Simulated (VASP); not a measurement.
A run of VASP 6.6.1 is set up as follows.

File INCAR:

```
  PREC = Accurate
  ENCUT = 520
  EDIFF = 1E-6
  ISMEAR = 0
  SIGMA = 0.1
  LREAL = False
  LASPH = True
  NELM = 150
  ALGO = Normal
  ISIF = 2
  LWAVE = False
  LCHARG = False
  ISPIN = 2
  MAGMOM = 0 0 0 0 0.48 0.48
  LORBIT = 11
  LMAXMIX = 4
  GGA = CA
  NBANDS = 46
```

File KPOINTS:

```
Automatic mesh
0
Gamma
  6 6 6
```

The input POSCAR:

```
Ti2Co
1.0
    0.0000000000      3.4322311589      3.4322311589
    3.4322311589      0.0000000000      3.4322311589
    3.4322311589      3.4322311589      0.0000000000
Ti Co
4 2
Direct
    0.1250000000      0.1250000000      0.1250000000
    0.6250000000      0.1250000000      0.1250000000
    0.1250000000      0.1250000000      0.6250000000
    0.1250000000      0.6250000000      0.1250000000
    0.5000000000      0.5000000000      0.5000000000
    0.7500000000      0.7500000000      0.7500000000
```

Potentials or basis: VASP PAW LDA potentials, release 64 (Ti_sv, Co).

Command:

```sh
$ cat potpaw_LDA.64/Ti_sv/POTCAR potpaw_LDA.64/Co/POTCAR > POTCAR
$ mpirun -np 1 vasp_std > vasp.out
```

(1) What does it give for the site moments?

(2) What does it give for the pressure?

(3) What does it give for the net moment?

## Answers

(1) Ti +0.05; Co +0.51 μB.

(2) 0.5 GPa.

(3) 1.21 μB per cell.
